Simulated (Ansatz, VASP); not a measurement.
**Sb in VASP and in Ansatz**

File INCAR:

```
PREC = Accurate
ENCUT = 500
EDIFF = 1E-6
ISMEAR = 0
SIGMA = 0.1
LREAL = F
LASPH = T
NELM = 120
ALGO = Normal
ISIF = 2
LWAVE = F
LCHARG = F
GGA = PE
NBANDS = 12
GGA_COMPAT = F
```

KPOINTS

```
regular mesh
0
Gamma
  12 12 12
```

POSCAR

```
Sb
1.0
    2.2351834431      1.2904837625      3.6666115200
   -2.2351834431      1.2904837625      3.6666115200
    0.0000000000     -2.5809675250      3.6666115200
Sb
2
Direct
    0.2389818803      0.2389818803      0.2389818803
    0.7610181197      0.7610181197      0.7610181197
```

Input for Ansatz:

```yaml
crystal:
  lattice:
    - [2.2351834431, 1.2904837625, 3.66661152]
    - [-2.2351834431, 1.2904837625, 3.66661152]
    - [0.0, -2.580967525, 3.66661152]
  atoms:
    - { symbol: Sb, position: [0.2389818803, 0.2389818803, 0.2389818803] }
    - { symbol: Sb, position: [0.7610181197, 0.7610181197, 0.7610181197] }
basis:
  ecutwfc: 420
kpoints:
  mp_grid: { grid: [12, 12, 12] }
hamiltonian:
  xc: pbe
scf:
  occupations: { method: gaussian, width: 0.1 }
output:
  forces: true
  stress: true
  eigenvalues: true
  write_density: true
  write_potential: true
  elf: true
  volumetric_format: npy
```

Alike in both runs: task single point; functional PBE; k mesh 12 × 12 × 12; occupations gaussian, width 0.1 eV; no spin polarisation.

|  | VASP | Ansatz |
| --- | --- | --- |
| version | VASP 6.6.1 | Ansatz 0.2.0 |
| potentials or method | VASP PAW PBE potentials, release 64 (Sb), cutoff 500 eV | scalar-relativistic, plane waves, PAW |
| valence electrons in the cell | 10 | 30 |

Ansatz gave:

* gap on the k mesh at the Fermi level (eV): none
* pressure (GPa): -1.5
* traceless stress, the component that is largest in VASP (GPa): 1.02
* rms of the force components (eV/Å): 0.210

Task: Which values does VASP return?

Result: gap on the k mesh at the Fermi level (eV): none; pressure (GPa): -1.6; traceless stress, the component that is largest in VASP (GPa): 1.01; rms of the force components (eV/Å): 0.199.

Atom by atom the forces differ by 0.011 eV/Å (rms over components). A gap of «none» marks a metal or a gap that the smearing closes. The functional is the same, so the differences come from potentials, cutoffs and numerics. VASP's potentials hold 10 valence electrons a cell and Ansatz's 30, so a difference there can come from the potentials and not from the codes.

Neither program's run includes spin-orbit coupling.
